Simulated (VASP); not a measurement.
Wanted: the native input for a VASP 6.6.1 run.

```yaml
Task: single point
Functional: BLYP
Potentials_or_basis: VASP PAW PBE potentials, release 64 (Lu)
Cutoff: 520 eV
k_mesh: 13 × 13 × 13
Occupations: fermi-dirac, width 0.1 eV
Spin: no spin polarisation
Dipole_correction: no
Further_INCAR_settings: ALGO = Normal; EDIFF = 1e-06; NBANDS = 18
```

The structure of Lu lies in POSCAR:

```
Lu
1.0
   -1.8805194443      1.8805194443      1.8805194443
    1.8805194443     -1.8805194443      1.8805194443
    1.8805194443      1.8805194443     -1.8805194443
Lu
1
Direct
    0.0000000000      0.0000000000      0.0000000000
```

This cell differs from its parent crystal: volume scaled by 0.88.

The input as run:

INCAR

```
PREC     = Accurate       # precision mode
ENCUT    = 520            # plane-wave cutoff, eV
EDIFF    = 1E-6           # SCF threshold, eV
ISMEAR   = -1             # smearing method
SIGMA    = 0.1            # smearing width, eV
LREAL    = False          # projectors in reciprocal space
LASPH    = True           # aspherical terms in the spheres
NELM     = 60             # most SCF steps
ALGO     = Normal         # electronic algorithm
ISIF     = 2              # what is computed and relaxed
LWAVE    = False          # write WAVECAR
LCHARG   = False          # write CHGCAR
GGA      = B5             # functional
ALDAX    = 1.0          
AGGAX    = 1.0          
AGGAC    = 1.0          
ALDAC    = 0.0          
NBANDS   = 18             # bands
```

KPOINTS

```
Automatic mesh
0
Gamma
  13 13 13
```

Potentials or basis: VASP PAW PBE potentials, release 64 (Lu).

Command:

```console
$ cat potpaw_PBE.64/Lu/POTCAR > POTCAR
$ mpirun -np 1 vasp_std > vasp.out
```

Results of the run:

| Property | Result |
| --- | --- |
| Pressure | 6.9 GPa |

Caveat: the PAW data sets were made with another functional, which shifts forces and pressure a little.

It took 26 s on 1 thread of Intel(R) Xeon(R) Platinum 8259CL CPU @ 2.50GHz (Skylake/Cascade Lake), on a shared host, peak memory 0.17 GiB.
